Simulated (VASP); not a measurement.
Here is a VASP 6.6.1 calculation.

Contents of INCAR:

```
SYSTEM = Ta2N
ALGO = Normal
EDIFF = 1E-6
EDIFFG = -0.01
ENCUT = 600
GGA = RE
GGA_COMPAT = .FALSE.
IBRION = 2
ISIF = 3
ISMEAR = -5
IVDW = 12
LASPH = .TRUE.
LCHARG = .FALSE.
LMAXMIX = 4
LNONCOLLINEAR = .TRUE.
LORBIT = 11
LORBMOM = .TRUE.
LREAL = .FALSE.
LSORBIT = .TRUE.
LWAVE = .FALSE.
MAGMOM = 0 0 0 0 0 0 0 0 0
NELM = 150
NSW = 60
PREC = Accurate
SIGMA = 0.05
```

Contents of KPOINTS:

```
k-points
0
G
  7 7 5
  0 0 0
```

The input POSCAR:

```
Ta2N
1.0
    3.1128615060      0.0000000000      0.0000000000
   -1.5564307530      2.6958171426      0.0000000000
    0.0000000000      0.0000000000      4.8698410000
Ta N
2 1
Direct
    0.3333333333      0.6666666667      0.2547110000
    0.6666666667      0.3333333333      0.7452890000
    0.0000000000      0.0000000000      0.0000000000
```

Potentials or basis: VASP PAW PBE potentials, release 64 (Ta_pv, N).

The run is started by

```bash
$ cat potpaw_PBE.64/Ta_pv/POTCAR potpaw_PBE.64/N/POTCAR > POTCAR
$ mpirun -np 1 vasp_ncl > vasp.out
```

Q: What does it give for the relaxed volume?

A: 13.14 Å³/atom.

Q: What does it give for the relaxed cell?

A: a = 3.059 Å, b = 3.059 Å, c = 4.864 Å, α = 90.00°, β = 90.00°, γ = 120.00°.

Moments on the atoms (μB; x, y, z):
```
Ta  0.00 0.00 0.00
Ta  0.00 0.00 0.00
N   0.00 0.00 0.00
```

Caveat: the PAW data sets were made with another functional, which shifts forces and pressure a little.
